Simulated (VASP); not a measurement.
YSi23HO48 (a cell with a defect), 73 atoms in the cell. The cell holds a defect, 73 atoms: a = 10.042 Å, b = 10.042 Å, c = 11.019 Å, α = 90.00°, β = 90.00°, γ = 120.00°. 

* Program: VASP 6.6.1
* Task: single point
* Functional: PBE
* Potentials or basis: VASP PAW PBE potentials, release 64 (Si, O, Y_sv, H)
* Cutoff: 520 eV
* k mesh: 1 × 1 × 1
* Occupations: gaussian, width 0.01 eV
* Spin: collinear spin
* Fixed moment: 1 μB
* Dipole correction: no
* Charge: -1
* Further INCAR settings: LREAL = Auto; ALGO = Normal; EDIFF = 1e-06; NBANDS = 242; NELECT = 393.0

Potentials or basis: VASP PAW PBE potentials, release 64 (Si, O, Y_sv, H).

Run with:

```bash
$ cat potpaw_PBE.64/Si/POTCAR potpaw_PBE.64/O/POTCAR potpaw_PBE.64/Y_sv/POTCAR potpaw_PBE.64/H/POTCAR > POTCAR
$ mpirun -np 1 vasp_gam > vasp.out
```

Hardware: 1 thread of Intel Xeon 8259CL (shared host).

**Question.** How long does it take, and how much memory?

**Answer.** It took 42 min on 1 thread of Intel Xeon 8259CL, with other jobs on the host, peak memory 1.4 GiB. Counts: scf iterations 18, k points 1.
